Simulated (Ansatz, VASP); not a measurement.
## Li: VASP beside Ansatz

```
CELL_PARAMETERS angstrom
-1.96058 1.96058 1.82141
1.96058 -1.96058 1.82141
1.96058 1.96058 -1.82141
ATOMIC_POSITIONS crystal
Li 0.00000 0.00000 0.00000
```

Alike in both runs: task relaxation of cell and atoms; functional PBEsol; k mesh 16 × 16 × 16; occupations gaussian, width 0.1 eV; no spin polarisation.

```csv
,VASP,Ansatz
version,VASP 6.6.1,Ansatz 0.2.0
potentials or method,"VASP PAW PBE potentials, release 64 (Li_sv), cutoff 600 eV","scalar-relativistic, plane waves, PAW"
valence electrons in the cell,3,3
```

|  | VASP | Ansatz | Ansatz less VASP |
| --- | --- | --- | --- |
| gap on the k mesh at the Fermi level, each at its own relaxed structure (eV) | none | none | - |
| relaxed volume (Å³/atom) | 20.08 | 20.28 | +0.199 |
| relaxed length of the cell vector where the two differ most in proportion (Å) | 2.968 | 2.977 | +0.0095 |

VASP's potentials were made for PBE, not for PBEsol. A gap of «none» marks a metal or a gap that the smearing closes.

Noted on VASP's run: the cutoff is under 1.25 times that of the potentials, so the pressure is a little rough; the volume moved by over 15 % at a fixed basis, so the end points are rough.
